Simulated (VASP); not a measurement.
Input of a VASP 6.6.1 run:

File POSCAR:

```
As
1.0
    0.0000000000      3.0338866982      3.0338866982
    3.0338866982      0.0000000000      3.0338866982
    3.0338866982      3.0338866982      0.0000000000
As
2
Direct
    0.1250000000      0.1250000000      0.1250000000
    0.8750000000      0.8750000000      0.8750000000
```

Contents of INCAR.step1:

```
PREC = Accurate
ENCUT = 520
ISMEAR = -1
SIGMA = 0.1
LREAL = F
LASPH = T
NELM = 60
NBANDS = 12
GGA = PE
ALGO = Normal
EDIFF = 1E-4
LWAVE = T
LCHARG = F
```

The input INCAR.step2:

```
PREC = Accurate
ENCUT = 520
EDIFF = 1E-7
ISMEAR = -1
SIGMA = 0.1
LREAL = F
LASPH = T
NELM = 60
ALGO = Normal
ISIF = 2
LWAVE = F
LCHARG = F
METAGGA = R2SCAN
LMIXTAU = T
NBANDS = 12
ISTART = 1
```

File KPOINTS:

```
Automatic mesh
0
Gamma
  9 9 9
```

Potentials or basis: VASP PAW PBE potentials, release 64 (As).

Launch:

```bash
$ cat potpaw_PBE.64/As/POTCAR > POTCAR
$ cp INCAR.step1 INCAR
$ mpirun -np 1 vasp_std > vasp.out
$ cp INCAR.step2 INCAR
$ mpirun -np 1 vasp_std > vasp.out
```

**Question.** Estimate the band gap on the k mesh.

**Answer.** Zero (bands 5 and 6 overlap by 1.18 eV).

**Question.** Estimate the pressure.

**Answer.** 0.0 GPa.

Caveat: the PAW data sets were made with another functional, which shifts forces and pressure a little.
